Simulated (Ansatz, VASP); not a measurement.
**AlNi: VASP beside Ansatz**

File INCAR:

```
PREC = Accurate
ENCUT = 520
EDIFF = 1E-6
ISMEAR = -1
SIGMA = 0.05
LREAL = F
LASPH = T
NELM = 150
ALGO = Normal
ISIF = 2
LWAVE = F
LCHARG = F
ISPIN = 2
MAGMOM = 1 0
LORBIT = 11
LMAXMIX = 4
GGA = CA
NBANDS = 18
```

The input KPOINTS:

```
regular mesh
0
Gamma
  11 11 7
```

POSCAR

```
AlNi
1.0
    2.3309565903     -1.4130331573      0.0000000000
    2.3309565903      1.4130331573      0.0000000000
   -1.3743010865      0.0000000000      3.9319075144
Ni Al
1 1
Direct
    0.5000000000      0.5000000000      0.5000000000
    0.0000000000      0.0000000000      0.0000000000
```

The input input.yaml:

```yaml
crystal:
  lattice:
    - [2.3309565903, -1.4130331573, 0.0]
    - [2.3309565903, 1.4130331573, 0.0]
    - [-1.3743010865, 0.0, 3.9319075144]
  atoms:
    - { symbol: Ni, position: [0.5, 0.5, 0.5], spin: 1.0 }
    - { symbol: Al, position: [0.0, 0.0, 0.0] }
hamiltonian:
  xc: lda
  pseudopotentials: { kind: paw }
magnetization:
  spin_polarized: true
kpoints:
  mp_grid: { grid: [11, 11, 7] }
scf:
  occupations: { method: fermi_dirac, width: 0.05 }
output:
  forces: true
  stress: true
  eigenvalues: true
```

Alike in both runs: task single point; functional LDA; k mesh 11 × 11 × 7; occupations fermi-dirac, width 0.05 eV; collinear spin.

|  | VASP | Ansatz |
| --- | --- | --- |
| version | VASP 6.6.1 | Ansatz 0.2.0 |
| potentials or method | VASP PAW LDA potentials, release 64 (Ni, Al) | Ansatz PAW |
| plane-wave cutoff (eV) | 520 | 420 |
| valence electrons in the cell | 13 | 21 |

VASP gave:

```
gap on the k mesh at the Fermi level (eV)                     : none
pressure (GPa)                                                : -12.2
traceless stress, the component that is largest in VASP (GPa) : -2.23
net moment per atom (μB)                                      : 0.00
```

Problem. What did Ansatz give for the same quantities?

Solution. gap on the k mesh at the Fermi level (eV): none; pressure (GPa): -12.7; traceless stress, the component that is largest in VASP (GPa): -2.16; net moment per atom (μB): 0.00.

LDA's correlation is that of Perdew and Zunger in VASP and of Perdew and Wang (1992) in Ansatz. A gap of «none» marks a metal or a gap that the smearing closes. VASP's potentials hold 13 valence electrons a cell and Ansatz's 21, so a difference there can come from the potentials and not from the codes.
